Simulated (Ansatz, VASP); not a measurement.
## BaTiO3: VASP beside Ansatz

The input INCAR:

```
PREC = Accurate
ENCUT = 520
EDIFF = 1E-8
ISMEAR = -1
SIGMA = 0.05
LREAL = False
LASPH = True
NELM = 100
ALGO = Normal
ISIF = 2
LWAVE = False
LCHARG = False
GGA = PE
LEFG = True
NBANDS = 28
```

KPOINTS

```
regular mesh
0
Gamma
  8 8 8
```

File POSCAR:

```
BaTiO3
1.0
    4.0073000000      0.0400730000      0.0400730000
    0.0400730000      4.0073000000      0.0400730000
    0.0400730000      0.0400730000      4.0073000000
Ba Ti O
1 1 3
Direct
    0.5000000000      0.5000000000      0.5000000000
    0.0000000000      0.0000000000      0.0000000000
    0.5000000000      0.0000000000      0.0000000000
    0.0000000000      0.5000000000      0.0000000000
    0.0000000000      0.0000000000      0.5000000000
```

Input for Ansatz:

```yaml
crystal:
  lattice:
    - [4.0073, 0.040073, 0.040073]
    - [0.040073, 4.0073, 0.040073]
    - [0.040073, 0.040073, 4.0073]
  atoms:
    - { symbol: Ba, position: [0.5, 0.5, 0.5] }
    - { symbol: Ti, position: [0.0, 0.0, 0.0] }
    - { symbol: O, position: [0.5, 0.0, 0.0] }
    - { symbol: O, position: [0.0, 0.5, 0.0] }
    - { symbol: O, position: [0.0, 0.0, 0.5] }
kpoints:
  mp_grid: { grid: [8, 8, 8] }
scf:
  occupations: { method: fermi_dirac, width: 0.05 }
hamiltonian:
  xc: pbe
  pseudopotentials: { kind: all_electron, datasets: crystal }
output:
  forces: true
  stress: true
  eigenvalues: true
  efg: { contact_densities: true }
```

Change from the starting cell: equal xy, yz and zx shear strains of +2 %, crystal datasets.

Alike in both runs: task electric field gradients; functional PBE; k mesh 8 × 8 × 8; occupations fermi-dirac, width 0.05 eV; no spin polarisation.

|  | VASP | Ansatz |
| --- | --- | --- |
| version | VASP 6.6.1 | Ansatz 0.2.0 |
| potentials or method | VASP PAW PBE potentials, release 64 (Ba_sv, Ti_sv, O), cutoff 520 eV | all-electron PAW with datasets made for the crystal, scalar-relativistic |

```tsv
	VASP	Ansatz	Ansatz less VASP
pressure (GPa)	3.4	1.6	-1.76
traceless stress, the component that is largest in VASP (GPa)	-2.48	-2.40	+0.075
size of Vzz on the site where it differs most (V/Å²)	27.4	25.4	-2.01
```

Ansatz ran all-electron here, and VASP with PAW potentials. Ansatz's warnings: printed levels off.

Neither program's run includes spin-orbit coupling.
